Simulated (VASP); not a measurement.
Runs of VASP 6.6.1 on RbBiO3. The structure is that of space group Pm-3m (No. 221), or close to it. The cells are those of the table. 

```csv
cell,gap on the mesh (eV),pressure (GPa)
"a = 4.202 Å, 5 atoms",none,0.7
"a = 4.143 Å, 5 atoms",none,(b)
"a = 4.371 Å, 5 atoms",none,-8.6
"a = 4.424 Å, 5 atoms",none,-10.8
"a = 4.260 Å, 5 atoms",none,-3.1
"a = 4.082 Å, 5 atoms",none,(a)
"a = 4.316 Å, 5 atoms",none,-6.1
```

Alike in all rows: task single point; level LDA; potentials or basis VASP PAW LDA potentials, release 64 (Rb_sv, Bi_d, O); no spin polarisation; k mesh 5 × 5 × 5; cutoff (eV) 520; smearing fermi-dirac 0.1 eV.

Q: Estimate the missing entries.

A: (a) 12.1; (b) 5.5.

Caveats: spin-orbit coupling is left out, which moves the levels of the heavy elements.

A k mesh can miss the band edges, and the runs leave out spin-orbit coupling on Bi, Rb.

A gap of «none» marks levels without a gap at the run's occupations.
